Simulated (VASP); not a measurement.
# BaTiO3 (P4mm) in VASP: settings compared

The runs below take BaTiO3 through single point, with PBE, PBE+D4, PBE+D3(BJ).

All numbers are computed with VASP 6.6.1; they aren't measurements. Logs are shortened: lines on timing, memory, paths and dates and some standing lists are left out, and cuts for length are marked.

## Step 1: The cell of the first run

Symmetry: P4mm, No. 99, tetragonal system. Conventional cell: a = 3.985 Å, b = 3.985 Å, c = 4.203 Å, α = 90.00°, β = 90.00°, γ = 90.00°. Within 3.7 Å of Ba (site symmetry 4mm) lie 12 O at 2.80 to 2.99 Å and 8 Ti at 3.47 to 3.56 Å. Ti (site symmetry 4mm) has 6 O at 1.81 to 2.39 Å within 2.4 Å. Within 2.4 Å of O (site symmetry 4mm) lie 2 Ti at 1.81 to 2.39 Å. Within 2.7 Å of O (site symmetry 2mm) lie 2 Ti at 2.00 Å.

## Step 2: Single point, PBE

The input, INCAR:

```
SYSTEM = BaTiO3
PREC = Accurate
ENCUT = 910
EDIFF = 1E-6
ISMEAR = 0
SIGMA = 0.01
LREAL = .False.
LASPH = .True.
NELM = 120
ALGO = Normal
ISIF = 2
LWAVE = .False.
LCHARG = .False.
GGA = PE
NBANDS = 28
GGA_COMPAT = .False.
```

The input, KPOINTS:

```
Automatic mesh
0
Gamma
  5 5 5
  0 0 0
```

The input, POSCAR:

```
BaTiO3
1.0
    3.9849526360      0.0000000000      0.0000000000
    0.0000000000      3.9849526360      0.0000000000
    0.0000000000      0.0000000000      4.2033614040
Ba Ti O
1 1 3
Direct
    0.0000000000      0.0000000000     -0.0107855594
    0.5000000000      0.5000000000      0.4719574064
    0.5000000000      0.5000000000      0.0409374099
    0.5000000000      0.0000000000      0.5204453715
    0.0000000000      0.5000000000      0.5204453715
```

Potentials or basis: VASP PAW PBE potentials, release 64 (Ba_sv, Ti_sv, O_h).

The run is started by

```
> cat potpaw_PBE.64/Ba_sv/POTCAR potpaw_PBE.64/Ti_sv/POTCAR potpaw_PBE.64/O_h/POTCAR > POTCAR
> mpirun -np 1 vasp_std > vasp.out
```

OUTCAR:

```text
SYSTEM = BaTiO3
   PREC = Accurate
   ENCUT = 910
   EDIFF = 1E-6
   ISMEAR = 0
   LREAL = .False.
   LASPH = .True.
   NELM = 120
   ISIF = 2
   GGA = PE

 ion  position               nearest neighbor table
   1  0.000  0.000  0.989-   4 2.80   5 2.80   5 2.80   4 2.80   3 2.83   3 2.83   3 2.83   3 2.83
                             4 2.99   5 2.99   5 2.99   4 2.99   2 3.47   2 3.47   2 3.47   2 3.47
   2  0.500  0.500  0.472-   3 1.81   4 2.00   5 2.00   4 2.00   5 2.00   1 3.47   1 3.47   1 3.47
                             1 3.47   1 3.56   1 3.56   1 3.56   1 3.56
   3  0.500  0.500  0.041-   2 1.81   1 2.83   1 2.83   1 2.83   1 2.83
   4  0.500  0.000  0.520-   2 2.00   2 2.00   1 2.80   1 2.80   1 2.99   1 2.99
   5  0.000  0.500  0.520-   2 2.00   2 2.00   1 2.80   1 2.80   1 2.99   1 2.99

  LATTYP: Found a simple tetragonal cell.
 ALAT       =     3.9849526360
 C/A-ratio  =     1.0548083724

  Lattice vectors:

 A1 = (   3.9849526360,   0.0000000000,   0.0000000000)
 A2 = (   0.0000000000,   3.9849526360,   0.0000000000)
 A3 = (   0.0000000000,   0.0000000000,   4.2033614040)

Analysis of symmetry for initial positions (statically):
=====================================================================
 Subroutine PRICEL returns:
 Original cell was already a primitive cell.

 Routine SETGRP: Setting up the symmetry group for a
 simple tetragonal supercell.

 Subroutine GETGRP returns: Found  8 space group operations
 (whereof  8 operations were pure point group operations)
 out of a pool of 16 trial point group operations.

The static configuration has the point symmetry C_4v.

Analysis of symmetry for dynamics (positions and initial velocities):
=====================================================================
 Subroutine PRICEL returns:
 Original cell was already a primitive cell.

 Routine SETGRP: Setting up the symmetry group for a
 simple tetragonal supercell.

 Subroutine GETGRP returns: Found  8 space group operations
 (whereof  8 operations were pure point group operations)
 out of a pool of 16 trial point group operations.

The dynamic configuration has the point symmetry C_4v.

 Subroutine INISYM returns: Found  8 space group operations
 (whereof  8 operations are pure point group operations),
 and found     1 'primitive' translations

----------------------------------------------------------------------------------------

                                     Primitive cell

  volume of cell :      66.7487

  direct lattice vectors                    reciprocal lattice vectors
     3.984952636  0.000000000  0.000000000     0.250944011  0.000000000  0.000000000
     0.000000000  3.984952636  0.000000000     0.000000000  0.250944011  0.000000000
     0.000000000  0.000000000  4.203361404     0.000000000  0.000000000  0.237904835

  length of vectors
     3.984952636  3.984952636  4.203361404     0.250944011  0.250944011  0.237904835

  position of ions in fractional coordinates (direct lattice)
     0.000000000  0.000000000  0.989214441
     0.500000000  0.500000000  0.471957406
     0.500000000  0.500000000  0.040937410
     0.500000000  0.000000000  0.520445372
     0.000000000  0.500000000  0.520445372

  ion indices of the primitive-cell ions
   primitive index   ion index
                 1           1
                 2           2
                 3           3
                 4           4
                 5           5

----------------------------------------------------------------------------------------

 KPOINTS: Automatic mesh

Automatic generation of k-mesh.
 Grid dimensions read from file:
 generate k-points for:    5    5    5

 Generating k-lattice:

  Cartesian coordinates                     Fractional coordinates (reciprocal lattice)
     0.050188802  0.000000000  0.000000000     0.200000000  0.000000000  0.000000000
     0.000000000  0.050188802  0.000000000     0.000000000  0.200000000  0.000000000
     0.000000000  0.000000000  0.047580967     0.000000000  0.000000000  0.200000000

  Length of vectors
     0.050188802  0.050188802  0.047580967

  Shift w.r.t. Gamma in fractional coordinates (k-lattice)
     0.000000000  0.000000000  0.000000000

 Subroutine IBZKPT returns following result:
 ===========================================

 Found     18 irreducible k-points:

 Following reciprocal coordinates:
            Coordinates               Weight
  0.000000  0.000000  0.000000      1.000000
  0.200000  0.000000  0.000000      4.000000
  0.400000  0.000000  0.000000      4.000000
  0.200000  0.200000  0.000000      4.000000
  0.400000  0.200000  0.000000      8.000000
  0.400000  0.400000  0.000000      4.000000
[... 10 lines left out ...]
  0.400000  0.200000  0.400000     16.000000
  0.400000  0.400000  0.400000      8.000000
   k-points           NKPTS =     18   k-points in BZ     NKDIM =     18   number of bands    NBANDS=     28
   number of dos      NEDOS =    301   number of ions     NIONS =      5
   total plane-waves  NPLWV =  67200
   dimension x,y,z NGX =    40 NGY =   40 NGZ =   42
   dimension x,y,z NGXF=    80 NGYF=   80 NGZF=   84
   ions per type =               1   1   3
   NGX,Y,Z   is equivalent  to a cutoff of  16.69, 16.69, 16.61 a.u.
   NGXF,Y,Z  is equivalent  to a cutoff of  33.37, 33.37, 33.22 a.u.
 SYSTEM =  BaTiO3
   PREC   = accura    normal or accurate (medium, high low for compatibility)
   ISTART =      0    job   : 0-new  1-cont  2-samecut
   ICHARG =      2    charge: 1-file 2-atom 10-const
   ISPIN  =      1    spin polarized calculation?
   LNONCOLLINEAR =      F non collinear calculations
   LSORBIT =      F    spin-orbit coupling
   LASPH  =      T    aspherical Exc in radial PAW
   ENCUT  =  910.0 eV  66.88 Ry    8.18 a.u.   9.80  9.80 10.34*2*pi/ulx,y,z
   NELM   =    120;   NELMIN=  2; NELMDL= -5     # of ELM steps
   EDIFF  = 0.1E-05   stopping-criterion for ELM
   LREAL  =      F    real-space projection
   EDIFFG = 0.1E-04   stopping-criterion for IOM
   NSW    =      0    number of steps for IOM
   IBRION =     -1    ionic relax: 0-MD 1-quasi-New 2-CG
   NFREE  =      0    steps in history (QN), initial steepest desc. (CG)
   ISIF   =      2    stress and relaxation
   ISYM   =      2    0-nonsym 1-usesym 2-fastsym
   POTIM  = 0.5000    time-step for ionic-motion
   TEBEG  =    0.0;   TEEND  =   0.0 temperature during run
   PSTRESS=    0.0 pullay stress
   NELECT =      40.0000    total number of electrons
   NUPDOWN=      -1.0000    fix difference up-down
   EMIN   =  10.00;   EMAX   =-10.00  energy-range for DOS
   EFERMI =   0.00;   METHOD = LEGACY
   ISMEAR =     0;   SIGMA  =   0.01  broadening in eV -4-tet -1-fermi 0-gaus
   EFERMI_NEDOS =   21; number of points for ismear=-14 and -15
   IALGO  =     38    algorithm
   IMIX   =      4    mixing-type and parameters
     AMIX     =   0.40;   BMIX     =  1.00
     AMIX_MAG =   1.60;   BMIX_MAG =  1.00
  volume/ion in A,a.u.               =      13.35        90.09
  Fermi-wavevector in a.u.,A,eV,Ry     =   1.380216  2.608231 25.919057  1.904997
  Thomas-Fermi vector in A             =   2.505114
   LORBIT       =      0    0 simple, 1 ext, 2 COOP (PROOUT), +10 PAW based schemes
   GGA     = PE    functional components
   LHFCALC =     F    Hartree Fock is set to
   AEXX    =    0.0000 exact exchange contribution
   IVDW    =     0    specifies the selected vdW correction
   LEPSILON=     F    determine dielectric tensor
   LRPA    =     F    only Hartree local field effects (RPA)
 non-spin polarized calculation
 Gauss-broadening in eV      SIGMA  =   0.01
  energy-cutoff  :      910.00
  volume of cell :       66.75
 maximum number of plane-waves:      4176
 NGX is ok and might be reduce to    40
   NGX = 19   NGY = 19   NGZ = 21

 number of electron      40.0000005 magnetization

 Free energy of the ion-electron system (eV)
  ---------------------------------------------------
  ext. energy  EPLUGINS =         0.00000000
  ---------------------------------------------------
  free energy    TOTEN  =       -40.06742259 eV

  energy without entropy =      -40.06742259  energy(sigma->0) =      -40.06742259

 E-fermi :   4.0735     XC(G=0): -11.0254

 val. band max:        3.9020174045   @ k =   0.4000   0.4000   0.0000
 cond. band min:       5.8820736918   @ k =   0.0000   0.0000   0.0000
 fundamental gap:      1.9800562873
 Fermi energy:         4.0734513921

 k-point     1 :       0.0000    0.0000    0.0000
  band No.  band energies     occupation
      1     -52.5596      2.00000
      2     -28.8950      2.00000
      3     -28.7568      2.00000
      4     -28.7568      2.00000
      5     -21.1003      2.00000
      6     -12.9255      2.00000
[... 20 lines left out ...]
     27       9.1685      0.00000
     28      10.7460      0.00000

 k-point     2 :       0.2000    0.0000    0.0000
  band No.  band energies     occupation
      1     -52.5593      2.00000
      2     -28.8943      2.00000
      3     -28.7754      2.00000
      4     -28.7562      2.00000
      5     -21.0631      2.00000
      6     -12.9520      2.00000
[... 20 lines left out ...]
     27       9.8494      0.00000
     28      11.6565      0.00000

 k-point     3 :       0.4000    0.0000    0.0000
  band No.  band energies     occupation
      1     -52.5587      2.00000
      2     -28.8930      2.00000
      3     -28.8051      2.00000
      4     -28.7550      2.00000
      5     -21.0015      2.00000
      6     -13.0843      2.00000
[... 20 lines left out ...]
     27      11.1266      0.00000
     28      11.9272      0.00000

 k-point     4 :       0.2000    0.2000    0.0000
  band No.  band energies     occupation
      1     -52.5589      2.00000
      2     -28.8935      2.00000
      3     -28.7748      2.00000
      4     -28.7742      2.00000
      5     -21.0300      2.00000
      6     -12.9158      2.00000
[... 392 lines left out ...]
     27      11.5874      0.00000
     28      12.1311      0.00000

 k-point    17 :       0.4000    0.2000    0.4000
  band No.  band energies     occupation
      1     -52.5579      2.00000
      2     -28.9171      2.00000
      3     -28.8024      2.00000
      4     -28.7721      2.00000
      5     -20.9361      2.00000
      6     -12.5328      2.00000
[... 20 lines left out ...]
     27      11.8034      0.00000
     28      12.1488      0.00000

 k-point    18 :       0.4000    0.4000    0.4000
  band No.  band energies     occupation
      1     -52.5573      2.00000
      2     -28.9157      2.00000
      3     -28.8011      2.00000
      4     -28.8010      2.00000
      5     -20.8969      2.00000
      6     -12.3799      2.00000
[... 20 lines left out ...]
     27      11.3842      0.00000
     28      11.6840      0.00000

------------------------ aborting loop because EDIFF is reached ----------------------------------------

  FORCE on cell =-STRESS in cart. coord.  units (eV):
  Direction    XX          YY          ZZ          XY          YZ          ZX
  --------------------------------------------------------------------------------------
  -------------------------------------------------------------------------------------
  Total        0.5295777      0.5295777      0.5047574      0.0000000     -0.0000000      0.0000000
  in kB       12.7115113     12.7115113     12.1157465      0.0000000     -0.0000000      0.0000000
  external PRESSURE =      12.5129230 kB  Pullay stress =       0.0000000 kB

 VOLUME and BASIS-vectors are now :
 -----------------------------------------------------------------------------
  energy-cutoff  :      910.00
  volume of cell :       66.75
      direct lattice vectors                 reciprocal lattice vectors
     3.984952636  0.000000000  0.000000000     0.250944011  0.000000000  0.000000000
     0.000000000  3.984952636  0.000000000     0.000000000  0.250944011  0.000000000
     0.000000000  0.000000000  4.203361404     0.000000000  0.000000000  0.237904835

 POSITION                                       TOTAL-FORCE (eV/Angst)
 -----------------------------------------------------------------------------------
      0.00000      0.00000      4.15803        -0.000000     -0.000000      0.048094
      1.99248      1.99248      1.98381        -0.000000     -0.000000      0.039317
      1.99248      1.99248      0.17207        -0.000000      0.000000     -0.042538
      1.99248      0.00000      2.18762        -0.000000     -0.000000     -0.022437
      0.00000      1.99248      2.18762         0.000000     -0.000000     -0.022437
 -----------------------------------------------------------------------------------
    total drift:                                0.000000      0.000000      0.001075

  FREE ENERGIE OF THE ION-ELECTRON SYSTEM (eV)
  ---------------------------------------------------
  free  energy   TOTEN  =       -40.0674225892 eV

  energy  without entropy=      -40.0674225892  energy(sigma->0) =      -40.06742259
```

It took 64 s on 1 thread of Intel Xeon Platinum 8375C at 2.90GHz (Ice Lake), shared host; peak memory 0.29 GiB.

What came out:

```yaml
Free_energy: -40.0674 eV
Pressure: 1.3 GPa
Largest_force: 0.048 eV/Å
Band_gap_on_the_k_mesh: 1.98 eV, indirect (least direct gap 2.36 eV)
```

Forces in eV/Å, atoms in the order of the input:
```
Ba   0.000  0.000  0.048
Ti   0.000  0.000  0.039
O    0.000  0.000 -0.043
O    0.000  0.000 -0.022
O    0.000  0.000 -0.022
```

Caveat: the cutoff is under 1.25 times the usual one of these potentials, so pressure, stress and relaxed cells hold a basis-set (Pulay) error; spin-orbit coupling is left out, which moves the levels of the heavy elements.

[end of part 1 of 2]
